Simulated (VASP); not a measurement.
# CoO (I4/mmm) in VASP: single point with PBEsol

Aim: the single point of CoO with PBEsol.

Program: VASP 6.6.1. These are calculated values, not measurements. Logs are shortened: lines on timing, memory, paths and dates and some standing lists are left out, and cuts for length are marked.

### 1 The cell of the first run

Symmetry: I4/mmm, No. 139, tetragonal system. Conventional cell: a = 3.057 Å, b = 3.057 Å, c = 4.101 Å, α = 90.00°, β = 90.00°, γ = 90.00°. Co (site symmetry 4/mmm) has 6 O at 2.05 to 2.16 Å within 2.7 Å. Within 2.7 Å of O (site symmetry 4/mmm) lie 6 Co at 2.05 to 2.16 Å.

### 2 Single point, PBEsol, collinear spin, ferromagnetic start

File INCAR:

```
ALGO = Fast
EDIFF = 1E-6
ENCUT = 520
GGA = PS
ISIF = 2
ISMEAR = 0
ISPIN = 2
LASPH = T
LCHARG = F
LMAXMIX = 4
LORBIT = 11
LREAL = F
LWAVE = F
MAGMOM = 2.71 0.36
NBANDS = 18
NELM = 150
PREC = Accurate
SIGMA = 0.15
```

File KPOINTS:

```
k-points
0
Gamma
  24 24 24
```

File POSCAR:

```
CoO
1.0
   -1.5286602565      1.5286602565      2.0506751809
    1.5286602565     -1.5286602565      2.0506751809
    1.5286602565      1.5286602565     -2.0506751809
Co O
1 1
Direct
    0.0000000000      0.0000000000      0.0000000000
    0.5000000000      0.5000000000      0.0000000000
```

Potentials or basis: VASP PAW PBE potentials, release 64 (Co, O).

Started as:

```
$ cat potpaw_PBE.64/Co/POTCAR potpaw_PBE.64/O/POTCAR > POTCAR
$ mpirun -np 1 vasp_std > vasp.out
```

OUTCAR:

```text
EDIFF = 1E-6
   ENCUT = 520
   GGA = PS
   ISIF = 2
   ISMEAR = 0
   ISPIN = 2
   LASPH = T
   LORBIT = 11
   LREAL = F
   NELM = 150
   PREC = Accurate

 ion  position               nearest neighbor table
   1  0.000  0.000  0.000-   2 2.05   2 2.05   2 2.16   2 2.16   2 2.16   2 2.16
   2  0.500  0.500  0.000-   1 2.05   1 2.05   1 2.16   1 2.16   1 2.16   1 2.16

  LATTYP: Found a body centered tetragonal cell.
 ALAT       =     3.0573205130
 C/A-ratio  =     1.3414852464

  Lattice vectors:

 A1 = (  -1.5286602565,   1.5286602565,   2.0506751809)
 A2 = (   1.5286602565,  -1.5286602565,   2.0506751809)
 A3 = (   1.5286602565,   1.5286602565,  -2.0506751809)

Analysis of symmetry for initial positions (statically):
=====================================================================
 Subroutine PRICEL returns:
 Original cell was already a primitive cell.

 Routine SETGRP: Setting up the symmetry group for a
 body centered tetragonal supercell.

 Subroutine GETGRP returns: Found 16 space group operations
 (whereof 16 operations were pure point group operations)
 out of a pool of 16 trial point group operations.

The static configuration has the point symmetry D_4h.

Analysis of symmetry for dynamics (positions and initial velocities):
=====================================================================
 Subroutine PRICEL returns:
 Original cell was already a primitive cell.

 Routine SETGRP: Setting up the symmetry group for a
 body centered tetragonal supercell.

 Subroutine GETGRP returns: Found 16 space group operations
 (whereof 16 operations were pure point group operations)
 out of a pool of 16 trial point group operations.

The dynamic configuration has the point symmetry D_4h.

Analysis of structural, dynamic, and magnetic symmetry:
=====================================================================
 Subroutine PRICEL returns:
 Original cell was already a primitive cell.

 Routine SETGRP: Setting up the symmetry group for a
 body centered tetragonal supercell.

 Subroutine GETGRP returns: Found 16 space group operations
 (whereof 16 operations were pure point group operations)
 out of a pool of 16 trial point group operations.

The overall configuration has the point symmetry D_4h.

 Subroutine INISYM returns: Found 16 space group operations
[... 114 lines left out ...]
   IALGO  =     68    algorithm
   IMIX   =      4    mixing-type and parameters
     AMIX     =   0.40;   BMIX     =  1.00
     AMIX_MAG =   1.60;   BMIX_MAG =  1.00
  volume/ion in A,a.u.               =       9.58        64.68
  Fermi-wavevector in a.u.,A,eV,Ry     =   1.508617  2.850873 30.965840  2.275925
  Thomas-Fermi vector in A             =   2.619048
   LORBIT       =     11    0 simple, 1 ext, 2 COOP (PROOUT), +10 PAW based schemes
   GGA     = PS    functional components
   LHFCALC =     F    Hartree Fock is set to
   AEXX    =    0.0000 exact exchange contribution
   IVDW    =     0    specifies the selected vdW correction
   LEPSILON=     F    determine dielectric tensor
   LRPA    =     F    only Hartree local field effects (RPA)
 spin polarized calculation
 RMM-DIIS sequential band-by-band and
 Gauss-broadening in eV      SIGMA  =   0.15
  energy-cutoff  :      520.00
  volume of cell :       19.17
 maximum number of plane-waves:       535
 NGX is ok and might be reduce to    24
   NGX = 11   NGY = 11   NGZ = 11

 number of electron      15.0000004 magnetization       2.8637227

 Free energy of the ion-electron system (eV)
  ---------------------------------------------------
  ext. energy  EPLUGINS =         0.00000000
  ---------------------------------------------------
  free energy    TOTEN  =       -13.97410700 eV

  energy without entropy =      -13.92866852  energy(sigma->0) =      -13.95138776

 E-fermi :   7.9453     XC(G=0): -12.7039

 val. band max:        7.9452563946   @ k =  -0.2083  -0.2917   0.2083
 cond. band min:       7.9454834134   @ k =  -0.2917   0.3750   0.0417
 fundamental gap:      0.0002270187
 Fermi energy:         7.9453232188

 spin component 1

 k-point     1 :       0.0000    0.0000    0.0000
  band No.  band energies     occupation
      1     -12.4004      1.00000
      2       4.5299      1.00000
      3       4.6618      1.00000
      4       4.6763      1.00000
      5       4.6859      1.00000
      6       4.6859      1.00000
[... 493 lines left out ...]
     17      33.5542      0.00000
     18      35.4912      0.00000

 [... further k-points ...]

 spin component 2

 k-point     1 :       0.0000    0.0000    0.0000
  band No.  band energies     occupation
      1     -11.8836      1.00000
      2       5.0638      1.00000
      3       5.3129      1.00000
      4       5.3129      1.00000
      5       6.7459      1.00000
      6       6.7459      1.00000
[... 493 lines left out ...]
     17      33.9709      0.00000
     18      35.8947      0.00000

 [... further k-points ...]

------------------------ aborting loop because EDIFF is reached ----------------------------------------

  FORCE on cell =-STRESS in cart. coord.  units (eV):
  Direction    XX          YY          ZZ          XY          YZ          ZX
  --------------------------------------------------------------------------------------
  -------------------------------------------------------------------------------------
  Total       -1.1247646     -1.1247646     -0.9373966      0.0000000     -0.0000000      0.0000000
  in kB      -94.0141899    -94.0141899    -78.3529092      0.0000000     -0.0000000      0.0000000
  external PRESSURE =     -88.7937630 kB  Pullay stress =       0.0000000 kB

 VOLUME and BASIS-vectors are now :
 -----------------------------------------------------------------------------
  energy-cutoff  :      520.00
  volume of cell :       19.17
      direct lattice vectors                 reciprocal lattice vectors
    -1.528660257  1.528660257  2.050675181     0.000000000  0.327083796  0.243822135
     1.528660257 -1.528660257  2.050675181     0.327083796  0.000000000  0.243822135
     1.528660257  1.528660257 -2.050675181     0.327083796  0.327083796  0.000000000

 POSITION                                       TOTAL-FORCE (eV/Angst)
 -----------------------------------------------------------------------------------
      0.00000      0.00000      0.00000        -0.000000      0.000000      0.000000
      0.00000      0.00000      2.05068         0.000000     -0.000000     -0.000000
 -----------------------------------------------------------------------------------
    total drift:                               -0.000000      0.000000     -0.000000

  FREE ENERGIE OF THE ION-ELECTRON SYSTEM (eV)
  ---------------------------------------------------
  free  energy   TOTEN  =       -13.9741069952 eV

  energy  without entropy=      -13.9286685165  energy(sigma->0) =      -13.95138776

 total charge

# of ion       s       p       d       tot
------------------------------------------
    1        0.302   0.370   7.159   7.831
    2        1.551   3.402   0.000   4.954
--------------------------------------------------
tot          1.853   3.772   7.159  12.785

 magnetization (x)

# of ion       s       p       d       tot
------------------------------------------
    1        0.021   0.017   2.473   2.511
    2        0.029   0.271   0.000   0.300
--------------------------------------------------
tot          0.050   0.288   2.473   2.811
```

OSZICAR:

```text
N       E                     dE             d eps       ncg     rms          rms(c)
DAV:   1     0.765582835887E+02    0.76558E+02   -0.67736E+03 79712   0.965E+02
DAV:   2    -0.116678668423E+02   -0.88226E+02   -0.75823E+02 80782   0.221E+02
[... 12 lines left out ...]
RMM:  15    -0.139757476037E+02   -0.17848E-03   -0.17590E-04 95190   0.117E-01    0.441E-01
RMM:  16    -0.139741680721E+02    0.15795E-02   -0.17779E-03124224   0.339E-01    0.110E-01
RMM:  17    -0.139741433630E+02    0.24709E-04   -0.41325E-05 99609   0.598E-02    0.716E-02
RMM:  18    -0.139741254628E+02    0.17900E-04   -0.15681E-05102197   0.369E-02    0.526E-02
RMM:  19    -0.139741066568E+02    0.18806E-04   -0.67738E-05108712   0.713E-02    0.120E-02
RMM:  20    -0.139741069952E+02   -0.33839E-06   -0.47370E-06102947   0.185E-02
   1 F= -.13974107E+02 E0= -.13951388E+02  d E =-.454385E-01  mag=     2.8633
```

Wall time 15 min (1 thread of Oxide Virtual Turin-like, shared host); peak memory 0.58 GiB.

What came out:

| Item | Value |
| --- | --- |
| Free energy | -13.9741 eV |
| Pressure | -8.9 GPa |
| Net moment | 2.86 μB per cell |
| Site moments | Co +2.51; O +0.30 μB |
| Valence electrons inside the program's atomic spheres | Co 7.83; O 4.95 |

Stress tensor (GPa, compression positive):
```
-9.40  0.00  0.00
 0.00 -9.40  0.00
 0.00  0.00 -7.84
```

Caveat: the cell stands under tension; the PAW data sets were made with another functional, which shifts forces and pressure a little; a cell with one magnetic atom can't hold antiferromagnetic order, which such compounds often take; semilocal functionals often make such compounds metallic where correlation or magnetic order opens a gap, which also shifts bond lengths.
